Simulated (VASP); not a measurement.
Write the native input for VASP 6.6.1 that does the following.

| Item | Value |
| --- | --- |
| Task | relaxation of cell and atoms |
| Functional | LDA |
| Potentials or basis | VASP PAW LDA potentials, release 64 (C) |
| Cutoff | 600 eV |
| k mesh | 19 × 19 × 19 |
| Occupations | methfessel-paxton, width 0.1 eV |
| Spin | no spin polarisation |
| Dipole correction | no |
| Further INCAR settings | ALGO = Normal; EDIFF = 1e-06; IBRION = 2; EDIFFG = -0.02; NSW = 80; ISIF = 3 |

The structure of C lies in POSCAR:

```
C
1.0
    1.2280287100      0.7090027100      3.3470114500
   -1.2280287100      0.7090027100      3.3470114500
    0.0000000000     -1.4180054100      3.3470114500
C
2
Direct
    0.8360000000      0.8360000000      0.8360000000
    0.1640000000      0.1640000000      0.1640000000
```

The input as run:

INCAR

```
SYSTEM = C
  ALGO = Normal
  EDIFF = 1E-6
  EDIFFG = -0.02
  ENCUT = 600
  IBRION = 2
  ISIF = 3
  ISMEAR = 1
  LASPH = .TRUE.
  LCHARG = .FALSE.
  LREAL = .FALSE.
  LWAVE = .FALSE.
  NELM = 80
  NSW = 80
  PREC = Accurate
  SIGMA = 0.1
```

KPOINTS

```
k-points
0
G
  19 19 19
  0 0 0
```

Potentials or basis: VASP PAW LDA potentials, release 64 (C).

The run is started by

```bash
$ cat potpaw_LDA.64/C/POTCAR > POTCAR
$ mpirun -np 1 vasp_std > vasp.out
```

Results of the run:

```
Relaxed volume                        : 8.62 Å³/atom
Relaxed cell                          : a = 3.616 Å, b = 3.616 Å, c = 3.616 Å, α = 39.54°, β = 39.54°, γ = 39.54°
Space group after relaxing (to 0.1 Å) : R-3m (No. 166)
Energy gained by relaxing             : 13.1 meV/atom
Ionic steps                           : 8
Pressure after relaxing               : 0.0 GPa
```

Run time: 17 min on 1 thread of Intel Xeon 8259CL (shared host), peak memory 0.22 GiB.
